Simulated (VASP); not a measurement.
## WC: single point with PBE

WC:

```
W C
1.0
     3.15551    0.00000    0.00000
    -1.57776    2.73275    0.00000
     0.00000    0.00000    2.84708
W C
1 1
Direct
  0.00000 0.00000 0.00000
  0.66667 0.33333 0.50000
```

This cell differs from its parent crystal: strain +0.080 along x and y, +0.000 along z.

```
Program             : VASP 6.6.1
Task                : single point
Functional          : PBE
Potentials or basis : VASP PAW PBE potentials, release 64 (W_sv, C)
Cutoff              : 520 eV
k mesh              : 24 × 24 × 22
Occupations         : gaussian, width 0.15 eV
Spin                : no spin polarisation
```

The pressure is -38.5 GPa and the band gap on the k mesh is zero (bands 9 and 10 overlap by 1.19 eV).

Stress tensor (GPa, compression positive):
```
-49.05   0.00   0.00
  0.00 -49.05   0.00
  0.00   0.00 -17.39
```

Levels at points of the mesh, in eV from the Fermi level:
| k point | band 5 | band 6 | band 7 | band 8 | band 9 | band 10 | band 11 | band 12 | band 13 | band 14 |
| --- | --- | --- | --- | --- | --- | --- | --- | --- | --- | --- |
| (0.00, 0.00, 0.00) | -13.30 | -3.50 | -3.22 | -3.22 | 0.77 | 2.66 | 2.66 | 4.57 | 4.92 | 4.92 |
| (0.50, 0.00, 0.00) | -10.72 | -6.44 | -2.97 | -2.21 | -0.91 | 2.12 | 3.07 | 3.17 | 6.11 | 8.95 |
| (0.00, 0.00, 0.50) | -9.80 | -7.49 | -2.28 | -2.28 | -0.41 | -0.41 | 3.69 | 3.69 | 4.07 | 9.06 |
| (0.50, 0.00, 0.50) | -10.32 | -5.51 | -4.03 | -3.65 | 0.22 | 3.04 | 4.28 | 5.03 | 7.42 | 8.43 |

It took 71 s on 1 thread of Intel(R) Xeon(R) 6975P-C (Granite Rapids), on a shared host, peak memory 0.38 GiB.

Caveat: the cell differs from its parent crystal (strain +0.080 along x and y, +0.000 along z); the cell stands under tension; spin-orbit coupling is left out, which moves the levels of the heavy elements.
